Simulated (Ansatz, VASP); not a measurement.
**ZnO in VASP and in Ansatz**

File INCAR:

```
SYSTEM = ZnO
PREC = Accurate ; ENCUT = 600
EDIFF = 1E-6 ; ISMEAR = 0
SIGMA = 0.05 ; LREAL = .False.
LASPH = .True. ; NELM = 120
ALGO = Normal ; ISIF = 2
LWAVE = .False. ; LCHARG = .True.
GGA = PE ; LELF = .True.
LVHAR = .True. ; NBANDS = 16
GGA_COMPAT = .False.
```

Contents of KPOINTS:

```
Automatic mesh
0
Gamma
  6 6 6
  0 0 0
```

File POSCAR:

```
ZnO
1.0
    2.5946121097      0.0000000000      0.0000000000
    0.0000000000      2.5946121097      0.0000000000
    0.0000000000      0.0000000000      2.5946121097
Zn O
1 1
Direct
    0.0000000000      0.0000000000      0.0000000000
    0.5000000000      0.5000000000      0.5000000000
```

Input for Ansatz:

```yaml
crystal:
  lattice:
    - [2.5946121097, 0.0, 0.0]
    - [0.0, 2.5946121097, 0.0]
    - [0.0, 0.0, 2.5946121097]
  atoms:
    - { symbol: Zn, position: [0.0, 0.0, 0.0] }
    - { symbol: O, position: [0.5, 0.5, 0.5] }
basis:
  ecutwfc: 420
kpoints:
  mp_grid: { grid: [6, 6, 6] }
hamiltonian:
  xc: pbe
scf:
  occupations: { method: gaussian, width: 0.05 }
output:
  forces: true
  stress: true
  eigenvalues: true
```

Alike in both runs: task single point; functional PBE; k mesh 6 × 6 × 6; occupations gaussian, width 0.05 eV; no spin polarisation.

|  | VASP | Ansatz |
| --- | --- | --- |
| version | VASP 6.6.1 | Ansatz 0.2.0 |
| potentials or method | VASP PAW PBE potentials, release 64 (Zn, O), cutoff 600 eV | scalar-relativistic, plane waves, PAW |
| valence electrons in the cell | 18 | 18 |

```csv
,VASP,Ansatz,Ansatz less VASP
gap on the k mesh at the Fermi level (eV),none,none,-
pressure (GPa),22.8,21.8,-0.99
```

A gap of «none» marks a metal or a gap that the smearing closes.

The k mesh is coarse, so the values compare programs but aren't converged.
